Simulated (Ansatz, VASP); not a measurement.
## One calculation of Ta, two programs

```
CELL_PARAMETERS angstrom
-1.65290 1.65290 1.65290
1.65290 -1.65290 1.65290
1.65290 1.65290 -1.65290
ATOMIC_POSITIONS crystal
Ta 0.00000 0.00000 0.00000
```

Alike in both runs: task relaxation of cell and atoms; functional PBEsol; k mesh 22 × 22 × 22; occupations fermi-dirac, width 0.05 eV; no spin polarisation.

|  | VASP | Ansatz |
| --- | --- | --- |
| version | VASP 6.6.1 | Ansatz 0.2.0 |
| potentials or method | VASP PAW PBE potentials, release 64 (Ta_pv) | PAW with Ansatz's default frozen-core files, scalar-relativistic |
| plane-wave cutoff (eV) | 600 | 420 |
| valence electrons in the cell | 11 | 13 |

```csv
,VASP,Ansatz,Ansatz less VASP
relaxed volume (Å³/atom),17.68,17.67,-0.016
relaxed cell length with the largest relative difference (Å),2.843,2.842,-0.0008
```

VASP's potentials were made for PBE, not for PBEsol. VASP's potentials hold 11 valence electrons a cell and Ansatz's 13, so a difference there can come from the potentials and not from the codes.

Spin-orbit coupling is off throughout.
